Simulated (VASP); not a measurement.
The system is Ti.

```
Ti
1.0
     2.96549    0.00000    0.00000
    -1.48274    2.56819    0.00000
     0.00000    0.00000    9.56428
Ti
4
Direct
  0.00000 0.00000 0.00000
  0.00000 0.00000 0.50000
  0.33333 0.66667 0.75000
  0.66667 0.33333 0.25000
```

| Property | Result |
| --- | --- |
| Program | VASP 6.6.1 |
| Task | relaxation of cell and atoms |
| Functional | r2SCAN |
| Potentials or basis | VASP PAW PBE potentials, release 64 (Ti_sv) |
| Cutoff | 600 eV |
| k mesh | 6 × 6 × 2 |
| Occupations | gaussian, width 0.1 eV |
| Spin | no spin polarisation |

At the start: pressure -4.6 GPa; volume 18.21 Å³/atom.

**Question.** Where does the relaxation end?

**Answer.** Over 3 steps the energy falls by 11.1 meV/atom and the volume is 17.45 Å³/atom (-4.1 %); space group P6_3/mmc (No. 194, to 0.1 Å) before and after.

The path:
```
step  energy change (eV)  largest force (eV/Å)  pressure (GPa)  volume (Å³)
   1              0.0000                0.0000           -4.56        72.84
   2             -0.0160                0.0000            4.06        67.51
   3             -0.0445                0.0000           -0.03        69.82
```

Final structure:
```
Ti
1.0
     2.92333    0.00000    0.00000
    -1.46167    2.53168    0.00000
     0.00000    0.00000    9.43386
Ti
4
Direct
  0.00000 0.00000 0.00000
  0.00000 0.00000 0.50000
  0.33333 0.66667 0.75000
  0.66667 0.33333 0.25000
```

Caveat: the k points lie up to 0.41 Å⁻¹ apart in the final cell, too coarse for converged energies and pressures of a metal; the highest band is partly filled, so the run has too few bands; the PAW data sets were made with another functional, which shifts forces and pressure a little.
